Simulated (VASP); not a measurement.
# MoIr4 (Pm-3m) in VASP: single point with PBE

Aim: the single point of MoIr4 with PBE.

All numbers are computed with VASP 6.6.1; they aren't measurements. Logs are shortened: lines on timing, memory, paths and dates and some standing lists are left out, and cuts for length are marked.

## (1) The cell of the first run

The structure is cubic, space group Pm-3m (No. 221). The conventional cell has a = 4.322 Å, b = 4.322 Å, c = 4.322 Å, α = 90.00°, β = 90.00°, γ = 90.00°. Within 2.9 Å of Mo (site symmetry m-3m) lie 6 Ir at 2.16 Å. Within 2.9 Å of Ir (site symmetry 4/mmm) lie 2 Mo at 2.16 Å. Ir (site symmetry m-3m) has 12 Ir at 3.06 Å and 8 Mo at 3.74 Å within 4.0 Å.

## (2) Single point, PBE

The input, INCAR:

```
PREC = Accurate ; ENCUT = 520
EDIFF = 1E-7 ; ISMEAR = 0
SIGMA = 0.1 ; LREAL = F
LASPH = T ; NELM = 100
ALGO = Normal ; ISIF = 2
LWAVE = F ; LCHARG = F
GGA = PE ; NBANDS = 33
```

The input, KPOINTS:

```
Automatic mesh
0
Gamma
  4 4 4
```

The input, POSCAR:

```
MoIr4
1.0
    4.3216642200      0.0000000000      0.0000000000
    0.0000000000      4.3216642200      0.0000000000
    0.0000000000      0.0000000000      4.3216642200
Mo Ir
1 4
Direct
    0.0000000000      0.0000000000      0.0000000000
    0.5000000000      0.0000000000      0.0000000000
    0.0000000000      0.5000000000      0.0000000000
    0.0000000000      0.0000000000      0.5000000000
    0.5000000000      0.5000000000      0.5000000000
```

Potentials or basis: VASP PAW PBE potentials, release 64 (Mo_sv, Ir).

Run with:

```
$ cat potpaw_PBE.64/Mo_sv/POTCAR potpaw_PBE.64/Ir/POTCAR > POTCAR
$ mpirun -np 1 vasp_std > vasp.out
```

OUTCAR:

```text
PREC = Accurate
   ENCUT = 520
   EDIFF = 1E-7
   ISMEAR = 0
   LREAL = F
   LASPH = T
   NELM = 100
   ISIF = 2
   GGA = PE

 ion  position               nearest neighbor table
   1  0.000  0.000  0.000-   2 2.16   3 2.16   4 2.16   4 2.16   3 2.16   2 2.16
   2  0.500  0.000  0.000-   1 2.16   1 2.16   4 3.06   5 3.06   4 3.06   5 3.06   3 3.06   5 3.06
                             5 3.06   3 3.06   3 3.06   4 3.06   4 3.06   3 3.06
   3  0.000  0.500  0.000-   1 2.16   1 2.16   4 3.06   5 3.06   4 3.06   5 3.06   2 3.06   2 3.06
                             4 3.06   4 3.06   2 3.06   5 3.06   5 3.06   2 3.06
   4  0.000  0.000  0.500-   1 2.16   1 2.16   3 3.06   5 3.06   2 3.06   2 3.06   3 3.06   3 3.06
                             5 3.06   3 3.06   2 3.06   5 3.06   2 3.06   5 3.06
   5  0.500  0.500  0.500-   2 3.06   3 3.06   4 3.06   2 3.06   3 3.06   2 3.06   4 3.06   2 3.06
                             3 3.06   4 3.06   3 3.06   4 3.06

  LATTYP: Found a simple cubic cell.
 ALAT       =     4.3216642200

  Lattice vectors:

 A1 = (   4.3216642200,   0.0000000000,   0.0000000000)
 A2 = (   0.0000000000,   4.3216642200,   0.0000000000)
 A3 = (   0.0000000000,   0.0000000000,   4.3216642200)

Analysis of symmetry for initial positions (statically):
=====================================================================
 Subroutine PRICEL returns:
 Original cell was already a primitive cell.

 Routine SETGRP: Setting up the symmetry group for a
 simple cubic supercell.

 Subroutine GETGRP returns: Found 48 space group operations
 (whereof 48 operations were pure point group operations)
 out of a pool of 48 trial point group operations.

The static configuration has the point symmetry O_h .

Analysis of symmetry for dynamics (positions and initial velocities):
=====================================================================
 Subroutine PRICEL returns:
 Original cell was already a primitive cell.

 Routine SETGRP: Setting up the symmetry group for a
 simple cubic supercell.

 Subroutine GETGRP returns: Found 48 space group operations
 (whereof 48 operations were pure point group operations)
 out of a pool of 48 trial point group operations.

The dynamic configuration has the point symmetry O_h .

 Subroutine INISYM returns: Found 48 space group operations
 (whereof 48 operations are pure point group operations),
 and found     1 'primitive' translations

----------------------------------------------------------------------------------------

                                     Primitive cell

  volume of cell :      80.7148

  direct lattice vectors                    reciprocal lattice vectors
     4.321664220  0.000000000  0.000000000     0.231392341  0.000000000  0.000000000
     0.000000000  4.321664220  0.000000000     0.000000000  0.231392341  0.000000000
     0.000000000  0.000000000  4.321664220     0.000000000  0.000000000  0.231392341

  length of vectors
     4.321664220  4.321664220  4.321664220     0.231392341  0.231392341  0.231392341

  position of ions in fractional coordinates (direct lattice)
     0.000000000  0.000000000  0.000000000
     0.500000000  0.000000000  0.000000000
     0.000000000  0.500000000  0.000000000
     0.000000000  0.000000000  0.500000000
     0.500000000  0.500000000  0.500000000

  ion indices of the primitive-cell ions
   primitive index   ion index
                 1           1
                 2           2
                 3           3
                 4           4
                 5           5

----------------------------------------------------------------------------------------

 KPOINTS: Automatic mesh

Automatic generation of k-mesh.
 Grid dimensions read from file:
 generate k-points for:    4    4    4

 Generating k-lattice:

  Cartesian coordinates                     Fractional coordinates (reciprocal lattice)
     0.057848085  0.000000000  0.000000000     0.250000000  0.000000000  0.000000000
     0.000000000  0.057848085  0.000000000     0.000000000  0.250000000  0.000000000
     0.000000000  0.000000000  0.057848085     0.000000000  0.000000000  0.250000000

  Length of vectors
     0.057848085  0.057848085  0.057848085

  Shift w.r.t. Gamma in fractional coordinates (k-lattice)
     0.000000000  0.000000000  0.000000000

 Subroutine IBZKPT returns following result:
 ===========================================

 Found     10 irreducible k-points:

 Following reciprocal coordinates:
            Coordinates               Weight
  0.000000  0.000000  0.000000      1.000000
  0.250000  0.000000  0.000000      6.000000
  0.500000  0.000000  0.000000      3.000000
  0.250000  0.250000  0.000000     12.000000
  0.500000  0.250000  0.000000     12.000000
  0.500000  0.500000  0.000000      3.000000
  0.250000  0.250000  0.250000      8.000000
  0.500000  0.250000  0.250000     12.000000
  0.500000  0.500000  0.250000      6.000000
  0.500000  0.500000  0.500000      1.000000
   k-points           NKPTS =     10   k-points in BZ     NKDIM =     10   number of bands    NBANDS=     33
   number of dos      NEDOS =    301   number of ions     NIONS =      5
   total plane-waves  NPLWV =  32768
   dimension x,y,z NGX =    32 NGY =   32 NGZ =   32
   dimension x,y,z NGXF=    64 NGYF=   64 NGZF=   64
   ions per type =               1   4
   NGX,Y,Z   is equivalent  to a cutoff of  12.31, 12.31, 12.31 a.u.
   NGXF,Y,Z  is equivalent  to a cutoff of  24.62, 24.62, 24.62 a.u.
 SYSTEM =  unknown system
   PREC   = accura    normal or accurate (medium, high low for compatibility)
   ISTART =      0    job   : 0-new  1-cont  2-samecut
   ICHARG =      2    charge: 1-file 2-atom 10-const
   ISPIN  =      1    spin polarized calculation?
   LNONCOLLINEAR =      F non collinear calculations
   LSORBIT =      F    spin-orbit coupling
   LASPH  =      T    aspherical Exc in radial PAW
   ENCUT  =  520.0 eV  38.22 Ry    6.18 a.u.   8.04  8.04  8.04*2*pi/ulx,y,z
   NELM   =    100;   NELMIN=  2; NELMDL= -5     # of ELM steps
   EDIFF  = 0.1E-06   stopping-criterion for ELM
   LREAL  =      F    real-space projection
   EDIFFG = 0.1E-05   stopping-criterion for IOM
   NSW    =      0    number of steps for IOM
   IBRION =     -1    ionic relax: 0-MD 1-quasi-New 2-CG
   NFREE  =      0    steps in history (QN), initial steepest desc. (CG)
   ISIF   =      2    stress and relaxation
   ISYM   =      2    0-nonsym 1-usesym 2-fastsym
   POTIM  = 0.5000    time-step for ionic-motion
   TEBEG  =    0.0;   TEEND  =   0.0 temperature during run
   PSTRESS=    0.0 pullay stress
   NELECT =      50.0000    total number of electrons
   NUPDOWN=      -1.0000    fix difference up-down
   EMIN   =  10.00;   EMAX   =-10.00  energy-range for DOS
   EFERMI =   0.00;   METHOD = LEGACY
   ISMEAR =     0;   SIGMA  =   0.10  broadening in eV -4-tet -1-fermi 0-gaus
   EFERMI_NEDOS =   21; number of points for ismear=-14 and -15
   IALGO  =     38    algorithm
   IMIX   =      4    mixing-type and parameters
     AMIX     =   0.40;   BMIX     =  1.00
     AMIX_MAG =   1.60;   BMIX_MAG =  1.00
  volume/ion in A,a.u.               =      16.14       108.94
  Fermi-wavevector in a.u.,A,eV,Ry     =   1.395556  2.637218 26.498373  1.947575
  Thomas-Fermi vector in A             =   2.518996
   LORBIT       =      0    0 simple, 1 ext, 2 COOP (PROOUT), +10 PAW based schemes
   GGA     = PE    functional components
   LHFCALC =     F    Hartree Fock is set to
   AEXX    =    0.0000 exact exchange contribution
   IVDW    =     0    specifies the selected vdW correction
   LEPSILON=     F    determine dielectric tensor
   LRPA    =     F    only Hartree local field effects (RPA)
 non-spin polarized calculation
 Gauss-broadening in eV      SIGMA  =   0.10
  energy-cutoff  :      520.00
  volume of cell :       80.71
 maximum number of plane-waves:      2192
   NGX = 17   NGY = 17   NGZ = 17

 number of electron      49.9999992 magnetization

 Free energy of the ion-electron system (eV)
  ---------------------------------------------------
  ext. energy  EPLUGINS =         0.00000000
  ---------------------------------------------------
  free energy    TOTEN  =       -33.38626915 eV

  energy without entropy =      -33.36731723  energy(sigma->0) =      -33.37679319

 E-fermi :   8.8473     XC(G=0): -12.9328

 val. band max:        8.8358935937   @ k =   0.5000   0.2500   0.0000
 cond. band min:       8.9797160228   @ k =   0.0000   0.0000   0.0000
 fundamental gap:      0.1438224290
 Fermi energy:         8.8473284002

 k-point     1 :       0.0000    0.0000    0.0000
  band No.  band energies     occupation
      1     -53.1392      2.00000
      2     -27.3303      2.00000
      3     -27.3303      2.00000
      4     -27.3303      2.00000
      5       0.1226      2.00000
      6       0.6668      2.00000
[... 25 lines left out ...]
     32      13.2957      0.00000
     33      13.2957      0.00000

 k-point     2 :       0.2500    0.0000    0.0000
  band No.  band energies     occupation
      1     -53.1091      2.00000
      2     -27.5503      2.00000
      3     -27.3372      2.00000
      4     -27.3372      2.00000
      5       0.6654      2.00000
      6       0.7298      2.00000
[... 25 lines left out ...]
     32      12.9259      0.00000
     33      13.2609      0.00000

 k-point     3 :       0.5000    0.0000    0.0000
  band No.  band energies     occupation
      1     -53.0788      2.00000
      2     -27.7645      2.00000
      3     -27.3440      2.00000
      4     -27.3440      2.00000
      5       0.7617      2.00000
      6       0.8440      2.00000
[... 25 lines left out ...]
     32      14.0156      0.00000
     33      15.0241      0.00000

 k-point     4 :       0.2500    0.2500    0.0000
  band No.  band energies     occupation
      1     -53.0790      2.00000
      2     -27.5574      2.00000
      3     -27.5569      2.00000
      4     -27.3440      2.00000
      5       0.9161      2.00000
      6       1.3250      2.00000
[... 169 lines left out ...]
     32      12.7350      0.00000
     33      12.9053      0.00000

 k-point     9 :       0.5000    0.5000    0.2500
  band No.  band energies     occupation
      1     -52.9882      2.00000
      2     -27.7853      2.00000
      3     -27.7853      2.00000
      4     -27.5778      2.00000
      5       2.6997      2.00000
      6       2.6997      2.00000
[... 25 lines left out ...]
     32      10.7640      0.00000
     33      10.7640      0.00000

 k-point    10 :       0.5000    0.5000    0.5000
  band No.  band energies     occupation
      1     -52.9579      2.00000
      2     -27.7922      2.00000
      3     -27.7922      2.00000
      4     -27.7922      2.00000
      5       3.0099      2.00000
      6       3.0099      2.00000
[... 25 lines left out ...]
     32      10.7318      0.00000
     33      10.7318      0.00000

------------------------ aborting loop because EDIFF is reached ----------------------------------------

  FORCE on cell =-STRESS in cart. coord.  units (eV):
  Direction    XX          YY          ZZ          XY          YZ          ZX
  --------------------------------------------------------------------------------------
  -------------------------------------------------------------------------------------
  Total       28.3763532     28.3763532     28.3763532     -0.0000000      0.0000000      0.0000000
  in kB      563.2667320    563.2667320    563.2667320     -0.0000000      0.0000000      0.0000000
  external PRESSURE =     563.2667320 kB  Pullay stress =       0.0000000 kB

 VOLUME and BASIS-vectors are now :
 -----------------------------------------------------------------------------
  energy-cutoff  :      520.00
  volume of cell :       80.71
      direct lattice vectors                 reciprocal lattice vectors
     4.321664220  0.000000000  0.000000000     0.231392341  0.000000000  0.000000000
     0.000000000  4.321664220  0.000000000     0.000000000  0.231392341  0.000000000
     0.000000000  0.000000000  4.321664220     0.000000000  0.000000000  0.231392341

 POSITION                                       TOTAL-FORCE (eV/Angst)
 -----------------------------------------------------------------------------------
      0.00000      0.00000      0.00000         0.000000      0.000000      0.000000
      2.16083      0.00000      0.00000         0.000000      0.000000      0.000000
      0.00000      2.16083      0.00000         0.000000      0.000000      0.000000
      0.00000      0.00000      2.16083         0.000000      0.000000      0.000000
      2.16083      2.16083      2.16083         0.000000      0.000000      0.000000
 -----------------------------------------------------------------------------------
    total drift:                                0.000000      0.000000     -0.000000

  FREE ENERGIE OF THE ION-ELECTRON SYSTEM (eV)
  ---------------------------------------------------
  free  energy   TOTEN  =       -33.3862691474 eV

  energy  without entropy=      -33.3673172277  energy(sigma->0) =      -33.37679319
```

It took 20 s on 1 thread of AMD EPYC 9R45 (Zen 5), shared host; peak memory 0.15 GiB.

What came out:

```yaml
Free_energy: -33.3863 eV
Pressure: 56.3 GPa
Band_gap_on_the_k_mesh: zero (band 25 reaches 9.61 eV, above the bottom of band 26 at 8.32 eV)
```

Caveat: the k points lie up to 0.36 Å⁻¹ apart; spin-orbit coupling is left out, which moves the levels of the heavy elements.
